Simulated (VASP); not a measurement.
# Cr: single point with RPBE

The system is Cr.

```
Cr
1.0
     4.57279    0.00000    0.00000
     0.00000    4.57279    0.00000
     0.00000    0.00000    4.57279
Cr
8
Direct
  0.00000 0.00000 0.00000
  0.50000 0.50000 0.50000
  0.25000 0.00000 0.50000
  0.75000 0.00000 0.50000
  0.50000 0.25000 0.00000
  0.50000 0.75000 0.00000
  0.00000 0.50000 0.25000
  0.00000 0.50000 0.75000
```

```json
{
 "Program": "VASP 6.6.1",
 "Task": "single point",
 "Functional": "RPBE",
 "Potentials or basis": "VASP PAW PBE potentials, release 64 (Cr_pv)",
 "Cutoff": "520 eV",
 "k mesh": "6 × 6 × 6",
 "Occupations": "fermi-dirac, width 0.05 eV",
 "Spin": "collinear spin, ferromagnetic start",
 "Starting moments": "[1.5, 1.5, 1.5, 1.5, 1.5, 1.5, 1.5, 1.5] μB"
}
```

```
Pressure                                              : -0.3 GPa
Band gap on the k mesh                                : zero (filled and empty bands overlap)
Net moment                                            : 0.00 μB per cell
Valence electrons inside the program's atomic spheres : Cr 11.04, 11.01
```

Levels at points of the mesh, in eV from the Fermi level:
Spin up:
```tsv
k point	band 45	band 46	band 47	band 48	band 49	band 50	band 51	band 52
(0.00, 0.00, 0.00)	-1.05	-1.05	-0.31	-0.31	-0.31	0.78	0.78	0.78
(0.50, 0.00, 0.00)	-0.79	-0.79	-0.63	-0.63	0.31	0.31	0.32	0.32
(0.50, 0.50, 0.00)	-0.78	-0.52	-0.52	0.04	0.04	0.04	0.20	0.58
(0.50, 0.50, 0.50)	-0.99	-0.99	-0.99	-0.99	0.67	0.67	0.67	0.67
```
Spin down:
| k point | band 45 | band 46 | band 47 | band 48 | band 49 | band 50 | band 51 | band 52 |
| --- | --- | --- | --- | --- | --- | --- | --- | --- |
| (0.00, 0.00, 0.00) | -1.05 | -1.05 | -0.31 | -0.31 | -0.31 | 0.78 | 0.78 | 0.78 |
| (0.50, 0.00, 0.00) | -0.79 | -0.79 | -0.63 | -0.63 | 0.31 | 0.31 | 0.32 | 0.32 |
| (0.50, 0.50, 0.00) | -0.78 | -0.52 | -0.52 | 0.04 | 0.04 | 0.04 | 0.20 | 0.58 |
| (0.50, 0.50, 0.50) | -0.99 | -0.99 | -0.99 | -0.99 | 0.67 | 0.67 | 0.67 | 0.67 |

Wall time 3.4 min on 1 thread of Intel(R) Xeon(R) 6975P-C (Granite Rapids), with other jobs on the host, peak memory 0.32 GiB.

Caveat: the starting moments collapsed, and a magnetic state may lie lower; the PAW data sets were made with another functional, which shifts forces and pressure a little.
